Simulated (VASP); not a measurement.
# SiNi (zincblende type) (F-43m) in VASP: notebook

Runs on SiNi (zincblende type). Level: PBE. Tasks: single point, relaxation of cell and atoms.

Everything below comes from runs of VASP 6.6.1. Logs are shortened: lines on timing, memory, paths and dates and some standing lists are left out, and cuts for length are marked.

### Step 1. The cell of the first run

Symmetry: F-43m, No. 216, cubic system. The conventional cell has a = 4.819 Å, b = 4.819 Å, c = 4.819 Å, α = 90.00°, β = 90.00°, γ = 90.00°. Within 2.8 Å of Ni (site symmetry -43m) lie 4 Si at 2.09 Å. Si (site symmetry -43m) has 4 Ni at 2.09 Å within 2.8 Å.

### Step 2. Single point, PBE

File INCAR:

```
PREC     = Accurate       # precision mode
ENCUT    = 520            # plane-wave cutoff, eV
EDIFF    = 1E-7           # SCF threshold, eV
ISMEAR   = -1             # smearing method
SIGMA    = 0.1            # smearing width, eV
LREAL    = False          # projectors in reciprocal space
LASPH    = True           # aspherical terms in the spheres
NELM     = 80             # most SCF steps
ALGO     = Normal         # electronic algorithm
ISIF     = 2              # what is computed and relaxed
LWAVE    = False          # write WAVECAR
LCHARG   = True           # write CHGCAR
GGA      = PE             # functional
LELF     = True           # ELF
LVHAR    = True         
NBANDS   = 14             # bands
```

File KPOINTS:

```
Automatic mesh
0
Gamma
  13 13 13
```

File POSCAR:

```
SiNi
1.0
    0.0000000000      2.4096336304      2.4096336304
    2.4096336304      0.0000000000      2.4096336304
    2.4096336304      2.4096336304      0.0000000000
Ni Si
1 1
Direct
    0.0000000000      0.0000000000      0.0000000000
    0.2500000000      0.2500000000      0.2500000000
```

Potentials or basis: VASP PAW PBE potentials, release 64 (Ni, Si).

Launch:

```
cat potpaw_PBE.64/Ni/POTCAR potpaw_PBE.64/Si/POTCAR > POTCAR
mpirun -np 1 vasp_std > vasp.out
```

OUTCAR:

```text
PREC = Accurate
   ENCUT = 520
   EDIFF = 1E-7
   ISMEAR = -1
   LREAL = False
   LASPH = True
   NELM = 80
   ISIF = 2
   GGA = PE

 ion  position               nearest neighbor table
   1  0.000  0.000  0.000-   2 2.09   2 2.09   2 2.09   2 2.09
   2  0.250  0.250  0.250-   1 2.09   1 2.09   1 2.09   1 2.09

  LATTYP: Found a face centered cubic cell.
 ALAT       =     4.8192672608

  Lattice vectors:

 A1 = (   0.0000000000,   2.4096336304,   2.4096336304)
 A2 = (   2.4096336304,   0.0000000000,   2.4096336304)
 A3 = (   2.4096336304,   2.4096336304,   0.0000000000)

Analysis of symmetry for initial positions (statically):
=====================================================================
 Subroutine PRICEL returns:
 Original cell was already a primitive cell.

 Routine SETGRP: Setting up the symmetry group for a
 face centered cubic supercell.

 Subroutine GETGRP returns: Found 24 space group operations
 (whereof 24 operations were pure point group operations)
 out of a pool of 48 trial point group operations.

The static configuration has the point symmetry T_d .

Analysis of symmetry for dynamics (positions and initial velocities):
=====================================================================
 Subroutine PRICEL returns:
 Original cell was already a primitive cell.

 Routine SETGRP: Setting up the symmetry group for a
 face centered cubic supercell.

 Subroutine GETGRP returns: Found 24 space group operations
 (whereof 24 operations were pure point group operations)
 out of a pool of 48 trial point group operations.

The dynamic configuration has the point symmetry T_d .

 Subroutine INISYM returns: Found 24 space group operations
 (whereof 24 operations are pure point group operations),
 and found     1 'primitive' translations

----------------------------------------------------------------------------------------

                                     Primitive cell

  volume of cell :      27.9823

  direct lattice vectors                    reciprocal lattice vectors
     0.000000000  2.409633630  2.409633630    -0.207500424  0.207500424  0.207500424
     2.409633630  0.000000000  2.409633630     0.207500424 -0.207500424  0.207500424
     2.409633630  2.409633630  0.000000000     0.207500424  0.207500424 -0.207500424

  length of vectors
     3.407736560  3.407736560  3.407736560     0.359401277  0.359401277  0.359401277

  position of ions in fractional coordinates (direct lattice)
     0.000000000  0.000000000  0.000000000
     0.250000000  0.250000000  0.250000000

  ion indices of the primitive-cell ions
   primitive index   ion index
                 1           1
                 2           2

----------------------------------------------------------------------------------------

 KPOINTS: Automatic mesh

Automatic generation of k-mesh.
 Grid dimensions read from file:
 generate k-points for:   13   13   13

 Generating k-lattice:

  Cartesian coordinates                     Fractional coordinates (reciprocal lattice)
    -0.015961571  0.015961571  0.015961571     0.076923077  0.000000000  0.000000000
     0.015961571 -0.015961571  0.015961571     0.000000000  0.076923077  0.000000000
     0.015961571  0.015961571 -0.015961571     0.000000000  0.000000000  0.076923077

  Length of vectors
     0.027646252  0.027646252  0.027646252

  Shift w.r.t. Gamma in fractional coordinates (k-lattice)
     0.000000000  0.000000000  0.000000000

 Subroutine IBZKPT returns following result:
 ===========================================

 Found     84 irreducible k-points:

 Following reciprocal coordinates:
            Coordinates               Weight
  0.000000  0.000000  0.000000      1.000000
  0.076923  0.000000  0.000000      8.000000
  0.153846  0.000000  0.000000      8.000000
  0.230769  0.000000  0.000000      8.000000
  0.307692  0.000000  0.000000      8.000000
  0.384615  0.000000  0.000000      8.000000
[... 16 lines left out ...]
  0.384615  0.153846  0.000000     24.000000
  0.461538  0.153846  0.000000     24.000000
 [... further k-points ...]
   k-points           NKPTS =     84   k-points in BZ     NKDIM =     84   number of bands    NBANDS=     14
   number of dos      NEDOS =    301   number of ions     NIONS =      2
   total plane-waves  NPLWV =  21952
   dimension x,y,z NGX =    28 NGY =   28 NGZ =   28
   dimension x,y,z NGXF=    56 NGYF=   56 NGZF=   56
   ions per type =               1   1
   NGX,Y,Z   is equivalent  to a cutoff of  13.66, 13.66, 13.66 a.u.
   NGXF,Y,Z  is equivalent  to a cutoff of  27.32, 27.32, 27.32 a.u.
 SYSTEM =  unknown system
   PREC   = accura    normal or accurate (medium, high low for compatibility)
   ISTART =      0    job   : 0-new  1-cont  2-samecut
   ICHARG =      2    charge: 1-file 2-atom 10-const
   ISPIN  =      1    spin polarized calculation?
   LNONCOLLINEAR =      F non collinear calculations
   LSORBIT =      F    spin-orbit coupling
[... 28 lines left out ...]
   GGA     = PE    functional components
   LHFCALC =     F    Hartree Fock is set to
   AEXX    =    0.0000 exact exchange contribution
   IVDW    =     0    specifies the selected vdW correction
   LEPSILON=     F    determine dielectric tensor
   LRPA    =     F    only Hartree local field effects (RPA)
 non-spin polarized calculation
  energy-cutoff  :      520.00
  volume of cell :       27.98
 maximum number of plane-waves:       769
 NGX is ok and might be reduce to    28
   NGX = 13   NGY = 13   NGZ = 13

 number of electron      13.9999992 magnetization

 Free energy of the ion-electron system (eV)
  ---------------------------------------------------
  ext. energy  EPLUGINS =         0.00000000
  ---------------------------------------------------
  free energy    TOTEN  =        -9.96228687 eV

  energy without entropy =       -9.93474095  energy(sigma->0) =       -9.94851391

 E-fermi :   8.1334     XC(G=0): -11.2709

 val. band max:        8.1133996112   @ k =  -0.2308   0.2308   0.0000
 cond. band min:       8.1753511334   @ k =  -0.3846   0.3077   0.0769
 fundamental gap:      0.0619515221
 Fermi energy:         8.1333587426

 k-point     1 :       0.0000    0.0000    0.0000
  band No.  band energies     occupation
      1      -3.3507      2.00000
      2       4.2790      2.00000
      3       4.2790      2.00000
      4       4.2790      2.00000
      5       5.4631      2.00000
      6       5.4631      2.00000
      7      14.7609      0.00000
      8      14.7609      0.00000
      9      14.7609      0.00000
     10      15.5800      0.00000
     11      15.5800      0.00000
     12      15.5800      0.00000
     13      18.4195      0.00000
     14      22.1151      0.00000

 k-point     2 :       0.0769    0.0000    0.0000
  band No.  band energies     occupation
      1      -3.2444      2.00000
      2       4.2388      2.00000
      3       4.3019      2.00000
      4       4.3019      2.00000
      5       5.4545      2.00000
      6       5.4545      2.00000
      7      13.3135      0.00000
      8      14.2876      0.00000
      9      14.2876      0.00000
     10      16.1031      0.00000
     11      16.1031      0.00000
     12      16.3451      0.00000
     13      18.8341      0.00000
     14      21.5238      0.00000

 k-point     3 :       0.1538    0.0000    0.0000
  band No.  band energies     occupation
      1      -2.9296      2.00000
      2       4.1202      2.00000
      3       4.3608      2.00000
      4       4.3608      2.00000
      5       5.4392      2.00000
      6       5.4392      2.00000
      7      11.3662      0.00000
      8      13.6332      0.00000
      9      13.6332      0.00000
     10      16.5987      0.00000
     11      16.8051      0.00000
     12      16.8051      0.00000
     13      19.6761      0.00000
     14      20.8125      0.00000
[... 324 lines left out ...]
 k-point    23 :       0.3846    0.1538    0.0000
  band No.  band energies     occupation
      1      -1.1682      2.00000
      2       3.5093      2.00000
      3       4.4640      2.00000
      4       4.6042      2.00000
      5       5.3634      2.00000
      6       5.6619      2.00000
      7       7.5248      1.99546
      8      10.8859      0.00000
      9      11.2404      0.00000
     10      15.0768      0.00000
     11      17.8897      0.00000
     12      18.7016      0.00000
     13      19.3997      0.00000
     14      22.8506      0.00000

 k-point    24 :       0.4615    0.1538    0.0000
  band No.  band energies     occupation
      1      -0.4652      2.00000
      2       3.1758      2.00000
      3       4.4033      2.00000
      4       4.6222      2.00000
      5       5.5316      2.00000
      6       5.6727      2.00000
      7       6.4656      2.00000
      8      10.6143      0.00000
      9      10.8605      0.00000
     10      15.0286      0.00000
     11      18.2322      0.00000
     12      18.2353      0.00000
     13      20.4353      0.00000
     14      22.7212      0.00000

 [... further k-points ...]

------------------------ aborting loop because EDIFF is reached ----------------------------------------

  FORCE on cell =-STRESS in cart. coord.  units (eV):
  Direction    XX          YY          ZZ          XY          YZ          ZX
  --------------------------------------------------------------------------------------
  -------------------------------------------------------------------------------------
  Total        5.2206799      5.2206799      5.2206799      0.0000000     -0.0000000     -0.0000000
  in kB      298.9197482    298.9197482    298.9197482      0.0000000     -0.0000000     -0.0000000
  external PRESSURE =     298.9197482 kB  Pullay stress =       0.0000000 kB

 VOLUME and BASIS-vectors are now :
 -----------------------------------------------------------------------------
  energy-cutoff  :      520.00
  volume of cell :       27.98
      direct lattice vectors                 reciprocal lattice vectors
     0.000000000  2.409633630  2.409633630    -0.207500424  0.207500424  0.207500424
     2.409633630  0.000000000  2.409633630     0.207500424 -0.207500424  0.207500424
     2.409633630  2.409633630  0.000000000     0.207500424  0.207500424 -0.207500424

 POSITION                                       TOTAL-FORCE (eV/Angst)
 -----------------------------------------------------------------------------------
      0.00000      0.00000      0.00000        -0.000000     -0.000000     -0.000000
      1.20482      1.20482      1.20482         0.000000      0.000000      0.000000
 -----------------------------------------------------------------------------------
    total drift:                               -0.000000     -0.000000     -0.000000

  FREE ENERGIE OF THE ION-ELECTRON SYSTEM (eV)
  ---------------------------------------------------
  free  energy   TOTEN  =        -9.9622868737 eV

  energy  without entropy=       -9.9347409461  energy(sigma->0) =       -9.94851391
```

It took 97 s on 1 thread of Intel Xeon 8259CL, shared host; peak memory 0.17 GiB.

Results:

```yaml
Free_energy: -9.9623 eV
Pressure: 29.9 GPa
Band_gap_on_the_k_mesh: zero (bands 7 and 8 overlap by 7.69 eV)
```

Caveat: the cell stands under pressure. Spin polarisation is off, so any magnetic state and its effect on volume and gap are missing.

### Step 3. Single point, PBE

File INCAR:

```
PREC = Accurate
ENCUT = 520
EDIFF = 1E-6
ISMEAR = -1
SIGMA = 0.1
LREAL = F
LASPH = T
NELM = 100
ALGO = Normal
ISIF = 2
LWAVE = F
LCHARG = F
GGA = PE
NBANDS = 14
```

File KPOINTS:

```
regular mesh
0
Gamma
  13 13 13
```

File POSCAR:

```
SiNi
1.0
    0.0000000000      2.4092902752      2.4092902752
    2.4092902752      0.0000000000      2.4092902752
    2.4092902752      2.4092902752      0.0000000000
Ni Si
1 1
Direct
    0.0000000000      0.0000000000      0.0000000000
    0.2500000000      0.2500000000      0.2500000000
```

Potentials or basis: VASP PAW PBE potentials, release 64 (Ni, Si).

Launch:

```
cat potpaw_PBE.64/Ni/POTCAR potpaw_PBE.64/Si/POTCAR > POTCAR
mpirun -np 1 vasp_std > vasp.out
```

Wall time 83 s (1 thread of Intel Xeon 8259CL, shared host); peak memory 0.18 GiB.

Results (log left out):

| Property | Result |
| --- | --- |
| Free energy | -9.9601 eV |
| Pressure | 29.9 GPa |
| Band gap on the k mesh | zero (bands 7 and 8 overlap by 7.70 eV) |

Levels at points of the mesh, in eV from the Fermi level:
| k point | band 5 | band 6 | band 7 | band 8 | band 9 | band 10 |
| --- | --- | --- | --- | --- | --- | --- |
| (0.00, 0.00, 0.00) | -2.67 | -2.67 | 6.63 | 6.63 | 6.63 | 7.45 |

Caveat: the cell stands under pressure.

### Step 4. Relaxation of cell and atoms, PBE, target pressure 30 GPa, at which the enthalpy is minimised

This run uses another cell than the first one, of 13.11 Å³/atom.

File INCAR:

```
SYSTEM = SiNi
PREC = Accurate ; ENCUT = 600
EDIFF = 1E-7 ; ISMEAR = -1
SIGMA = 0.1 ; LREAL = .FALSE.
LASPH = .TRUE. ; NELM = 100
ALGO = Normal ; ISIF = 3
LWAVE = .FALSE. ; LCHARG = .FALSE.
GGA = PE ; IBRION = 2
NSW = 60 ; EDIFFG = -0.005
PSTRESS = 300.0
```

File KPOINTS:

```
Automatic mesh
0
G
  13 13 13
  0 0 0
```

File POSCAR:

```
SiNi
1.0
    0.0000000000      2.3576846042      2.3576846042
    2.3576846042      0.0000000000      2.3576846042
    2.3576846042      2.3576846042      0.0000000000
Ni Si
1 1
Direct
    0.0000000000      0.0000000000      0.0000000000
    0.2500000000      0.2500000000      0.2500000000
```

Launch:

```
cat potpaw_PBE.64/Ni/POTCAR potpaw_PBE.64/Si/POTCAR > POTCAR
mpirun -np 1 vasp_std > vasp.out
```

Wall time 50 s (1 thread of Intel Xeon 6975P-C (Granite Rapids), shared host); peak memory 0.18 GiB.

It converged, with:

```yaml
Free_energy: -9.9582 eV
Relaxed_volume: 13.98 Å³/atom
Relaxed_cell: a = 3.407 Å, b = 3.407 Å, c = 3.407 Å, α = 60.00°, β = 60.00°, γ = 60.00°
Space_group_after_relaxing_to_0.1_Å: F-43m (No. 216)
Energy_change_on_relaxing_the_run_minimises_the_enthalpy: -204.5 meV/atom
Ionic_steps: 4
Pressure_after_relaxing: 30.0 GPa
Band_gap_on_the_k_mesh: zero (bands 7 and 8 overlap by 7.70 eV)
```

Step by step:
```
step  energy change (eV)  largest force (eV/Å)  pressure (GPa)  volume (Å³)
   1              0.0000                0.0000           45.58        26.21
   2             -0.8131                0.0000           10.06        31.35
   3             -0.4205                0.0000           29.49        28.03
   4             -0.4090                0.0000           30.00        27.96
```

Final structure:
```yaml
crystal:
  lattice:
    - [0.00000, 2.40909, 2.40909]
    - [2.40909, 0.00000, 2.40909]
    - [2.40909, 2.40909, 0.00000]
  atoms:
    - { symbol: Ni, position: [0.00000, 0.00000, 0.00000] }
    - { symbol: Si, position: [0.25000, 0.25000, 0.25000] }
```

Levels at points of the mesh, in eV from the Fermi level:
| k point | band 3 | band 4 | band 5 | band 6 | band 7 | band 8 | band 9 | band 10 | band 11 |
| --- | --- | --- | --- | --- | --- | --- | --- | --- | --- |
| (0.00, 0.00, 0.00) | -3.86 | -3.86 | -2.67 | -2.67 | 6.63 | 6.63 | 6.63 | 7.45 | 7.45 |

Caveat: the cell is relaxed towards a set pressure, so the run minimises the enthalpy, not the energy. Spin polarisation is off, so any magnetic state and its effect on volume and gap are missing.

### Step 5. Relaxation of cell and atoms, PBE, target pressure 30 GPa, at which the enthalpy is minimised

File INCAR:

```
SYSTEM = SiNi
PREC     = Accurate       ! precision mode
ENCUT    = 600            ! plane-wave cutoff, eV
EDIFF    = 1E-6           ! SCF threshold, eV
ISMEAR   = -1             ! smearing method
SIGMA    = 0.1            ! smearing width, eV
LREAL    = .FALSE.        ! projectors in reciprocal space
LASPH    = .TRUE.         ! aspherical terms in the spheres
NELM     = 80             ! most SCF steps
ALGO     = Normal         ! electronic algorithm
ISIF     = 3              ! what is computed and relaxed
LWAVE    = .FALSE.        ! write WAVECAR
LCHARG   = .FALSE.        ! write CHGCAR
GGA      = PE             ! functional
IBRION   = 2              ! ionic algorithm
NSW      = 32             ! ionic steps
EDIFFG   = -0.005         ! ionic threshold
PSTRESS  = 300.0
```

KPOINTS is that of step 4.

File POSCAR:

```
SiNi
1.0
    0.0000000000      2.4096336304      2.4096336304
    2.4096336304      0.0000000000      2.4096336304
    2.4096336304      2.4096336304      0.0000000000
Ni Si
1 1
Direct
    0.0000000000      0.0000000000      0.0000000000
    0.2500000000      0.2500000000      0.2500000000
```

Launch:

```
cat potpaw_PBE.64/Ni/POTCAR potpaw_PBE.64/Si/POTCAR > POTCAR
mpirun -np 1 vasp_std > vasp.out
```

Wall time 32 s (1 thread of Intel Xeon 6975P-C (Granite Rapids), shared host); peak memory 0.18 GiB.

Results (log left out):

* Free energy: -9.9592 eV
* Relaxed volume: 13.98 Å³/atom
* Relaxed cell: a = 3.407 Å, b = 3.407 Å, c = 3.407 Å, α = 60.00°, β = 60.00°, γ = 60.00°
* Space group after relaxing (to 0.1 Å): F-43m (No. 216)
* Energy change on relaxing (the run minimises the enthalpy): +1.5 meV/atom
* Ionic steps: 4
* Pressure after relaxing: 30.0 GPa
* Band gap on the k mesh: zero (bands 7 and 8 overlap by 7.70 eV)

The path:
```csv
step,energy change (eV),largest force (eV/Å),pressure (GPa),volume (Å³)
1,0.0000,0.0000,29.84,27.98
2,0.0105,0.0000,30.31,27.93
3,0.0041,0.0000,30.06,27.96
4,0.0030,0.0000,30.02,27.97
```

Final structure:
```cif
data_structure
_symmetry_space_group_name_H-M 'P 1'
_symmetry_Int_Tables_number 1
_cell_length_a 3.4071
_cell_length_b 3.4071
_cell_length_c 3.4071
_cell_angle_alpha 60.000
_cell_angle_beta 60.000
_cell_angle_gamma 60.000
_cell_volume 27.97
loop_
_atom_site_label
_atom_site_type_symbol
_atom_site_fract_x
_atom_site_fract_y
_atom_site_fract_z
_atom_site_occupancy
Ni1 Ni 0.00000 0.00000 0.00000 1
Si1 Si 0.25000 0.25000 0.25000 1
```

Levels at points of the mesh, in eV from the Fermi level:
```csv
k point,band 3,band 4,band 5,band 6,band 7,band 8,band 9,band 10,band 11
"(0.00, 0.00, 0.00)",-3.86,-3.86,-2.67,-2.67,6.63,6.63,6.63,7.45,7.45
```

Caveat: the cell is relaxed towards a set pressure, so the run minimises the enthalpy, not the energy.

### Step 6. The runs side by side

```tsv
task	cell	cutoff (eV)	gap on the mesh (eV)	pressure (GPa)
single point	a = 3.408 Å, angles 60.0°, 2 atoms	520	none	29.9
single point	a = 3.407 Å, angles 60.0°, 2 atoms	520	none	29.9
relaxation of cell and atoms	relaxed to 30 GPa from a = 3.334 Å, angles 60.0°, 2 atoms	600	none	30.0
relaxation of cell and atoms	relaxed to 30 GPa from a = 3.408 Å, angles 60.0°, 2 atoms	600	none	30.0
```

Alike in all rows: level PBE; potentials or basis VASP PAW PBE potentials, release 64 (Ni, Si); no spin polarisation; k mesh 13 × 13 × 13; smearing fermi-dirac 0.1 eV.

Caveats: the cell stands under pressure (at least some runs); the cell is relaxed towards a set pressure, so the run minimises the enthalpy, not the energy (at least some runs).

Total energies depend on the potentials used, so only differences within one code and one set of settings carry meaning.
